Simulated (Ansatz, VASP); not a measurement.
**Two plane-wave programs on BiSbTe2S**

```
Sb Bi Te S
1.0
     5.80799    0.00000    0.00000
     0.00000    5.80799    0.00000
     0.00000    0.00000    4.85849
Sb Bi Te S
1 1 2 1
Direct
  0.50000 0.50000 0.50000
  0.00000 0.00000 0.00000
  0.50000 0.00000 0.50000
  0.00000 0.50000 0.50000
  0.50000 0.50000 0.00000
```

Change from the starting cell: species swapped into the CsHgBrCl2 type (P4/mmm, No. 123).

Alike in both runs: functional PBE; k mesh 6 × 6 × 8; occupations gaussian, width 0.1 eV; no spin polarisation.

Ansatz relaxed the structure, and its values are those at the end. VASP's run is a single point on that final structure, the one shown.

```csv
,VASP,Ansatz
version,VASP 6.6.1,Ansatz 0.2.0
potentials or method,"VASP PAW PBE potentials, release 64 (Sb, Bi_d, Te, S), cutoff 520 eV","scalar-relativistic, plane waves, PAW"
valence electrons in the cell,38,68
```

|  | VASP | Ansatz | Ansatz less VASP |
| --- | --- | --- | --- |
| gap on the k mesh at the Fermi level (eV) | none | none | - |
| pressure (GPa) | 0.0 | 0.0 | +0.02 |

A gap of «none» marks a metal or a gap that the smearing closes. With one functional, cell and mesh, what is left measures potentials, basis and numerics. VASP's potentials hold 38 valence electrons a cell and Ansatz's 68, so a difference there can come from the potentials and not from the codes.

Spin-orbit coupling is off throughout.
